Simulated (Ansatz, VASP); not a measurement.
# B2Se3: VASP beside Ansatz

File INCAR:

```
PREC = Accurate
ENCUT = 600
EDIFF = 1E-6
ISMEAR = 0
SIGMA = 0.1
LREAL = F
LASPH = T
NELM = 100
ALGO = Fast
ISIF = 3
LWAVE = F
LCHARG = F
GGA = PE
IBRION = 2
NSW = 100
EDIFFG = -0.01
```

KPOINTS

```
regular mesh
0
Gamma
  12 12 6
```

Contents of POSCAR:

```
B2Se3
1.0
    3.5729046739      0.0000000000      0.0000000000
   -1.7864523369      3.0942262129      0.0000000000
    0.0000000000      0.0000000000      8.3752388821
B Se
2 3
Direct
    0.3333333333      0.6666666667      0.5898573252
    0.6666666667      0.3333333333      0.4101426748
    0.0000000000      0.0000000000      0.0000000000
    0.3333333333      0.6666666667      0.3352002760
    0.6666666667      0.3333333333      0.6647997240
```

Input for Ansatz:

```yaml
crystal:
  lattice:
    - [3.5729046739, 0.0, 0.0]
    - [-1.7864523369, 3.0942262129, 0.0]
    - [0.0, 0.0, 8.3752388821]
  atoms:
    - { symbol: B, position: [0.3333333333, 0.6666666667, 0.5898573252] }
    - { symbol: B, position: [0.6666666667, 0.3333333333, 0.4101426748] }
    - { symbol: Se, position: [0.0, 0.0, 0.0] }
    - { symbol: Se, position: [0.3333333333, 0.6666666667, 0.335200276] }
    - { symbol: Se, position: [0.6666666667, 0.3333333333, 0.664799724] }
basis:
  ecutwfc: 420
kpoints:
  mp_grid: { grid: [12, 12, 6] }
hamiltonian:
  xc: pbe
scf:
  occupations: { method: gaussian, width: 0.1 }
output:
  forces: true
  stress: true
  eigenvalues: true
relax:
  adjacent_minimum: "off"
  f_tol: 0.01
  max_steps: 80
  cell: { stress_tol: 0.05 }
```

Change from the starting cell: species swapped into the Al3Cu2 type (P-3m1, No. 164).

Alike in both runs: task relaxation of cell and atoms; functional PBE; k mesh 12 × 12 × 6; occupations gaussian, width 0.1 eV; no spin polarisation.

|  | VASP | Ansatz |
| --- | --- | --- |
| version | VASP 6.6.1 | Ansatz 0.2.0 |
| potentials or method | VASP PAW PBE potentials, release 64 (B, Se), cutoff 600 eV | scalar-relativistic, plane waves, PAW |
| valence electrons in the cell | 24 | 54 |

Ansatz gave:

| Quantity | Value |
| --- | --- |
| gap on the k mesh at the Fermi level, each at its own relaxed structure (eV) | none |
| relaxed volume (Å³/atom) | 18.55 |
| relaxed length of the cell vector where the two differ most in proportion (Å) | 8.464 |

Q: What did VASP give for the same quantities?

A: gap on the k mesh at the Fermi level, each at its own relaxed structure (eV): none; relaxed volume (Å³/atom): 18.52; relaxed length of the cell vector where the two differ most in proportion (Å): 8.445.

A gap of «none» marks a metal or a gap that the smearing closes. VASP's potentials hold 24 valence electrons a cell and Ansatz's 54, so a difference there can come from the potentials and not from the codes.
